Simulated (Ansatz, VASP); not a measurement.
# Two plane-wave programs on LiH3

File INCAR:

```
SYSTEM = LiH3
PREC = Accurate ; ENCUT = 600
EDIFF = 1E-7 ; ISMEAR = 0
SIGMA = 0.02 ; LREAL = .FALSE.
LASPH = .TRUE. ; NELM = 80
ALGO = Normal ; ISIF = 3
LWAVE = .FALSE. ; LCHARG = .FALSE.
GGA = PE ; IBRION = 2
NSW = 100 ; EDIFFG = -0.01
```

KPOINTS

```
regular mesh
0
G
  10 10 6
  0 0 0
```

POSCAR

```
LiH3
1.0
    2.7356398282      0.0000000000      0.0000000000
    0.0000000000      2.7356398282      0.0000000000
    0.0000000000      0.0000000000      6.1122185450
Li H
1 3
Direct
    0.0000000000      0.0000000000      0.5000000000
    0.5000000000      0.5000000000      0.0614055789
    0.5000000000      0.5000000000      0.9385944211
    0.5000000000      0.5000000000      0.5000000000
```

Input for Ansatz:

```yaml
crystal:
  lattice:
    - [2.7356398282, 0.0, 0.0]
    - [0.0, 2.7356398282, 0.0]
    - [0.0, 0.0, 6.112218545]
  atoms:
    - { symbol: Li, position: [0.0, 0.0, 0.5] }
    - { symbol: H, position: [0.5, 0.5, 0.0614055789] }
    - { symbol: H, position: [0.5, 0.5, 0.9385944211] }
    - { symbol: H, position: [0.5, 0.5, 0.5] }
basis:
  ecutwfc: 420
kpoints:
  mp_grid: { grid: [10, 10, 6] }
hamiltonian:
  xc: pbe
scf:
  occupations: { method: gaussian, width: 0.02 }
output:
  forces: true
  stress: true
  eigenvalues: true
  write_density: true
  write_potential: true
  elf: true
  volumetric_format: npy
relax:
  adjacent_minimum: "off"
  f_tol: 0.01
  max_steps: 80
  cell: { stress_tol: 0.05 }
```

Alike in both runs: task relaxation of cell and atoms; functional PBE; k mesh 10 × 10 × 6; occupations gaussian, width 0.02 eV; no spin polarisation.

```csv
,VASP,Ansatz
version,VASP 6.6.1,Ansatz 0.2.0
potentials or method,"VASP PAW PBE potentials, release 64 (Li_sv, H), cutoff 600 eV","scalar-relativistic, plane waves, PAW"
valence electrons in the cell,6,6
```

|  | VASP | Ansatz | Ansatz less VASP |
| --- | --- | --- | --- |
| gap on the k mesh at the Fermi level, each at its own relaxed structure (eV) | 0.75 | 0.76 | +0.002 |
| relaxed volume (Å³/atom) | 11.40 | 11.58 | +0.179 |
| relaxed length of the cell vector where the two differ most in proportion (Å) | 6.110 | 6.193 | +0.0829 |

Noted on VASP's run: the cutoff is under 1.25 times that of the potentials, so the pressure is a little rough.
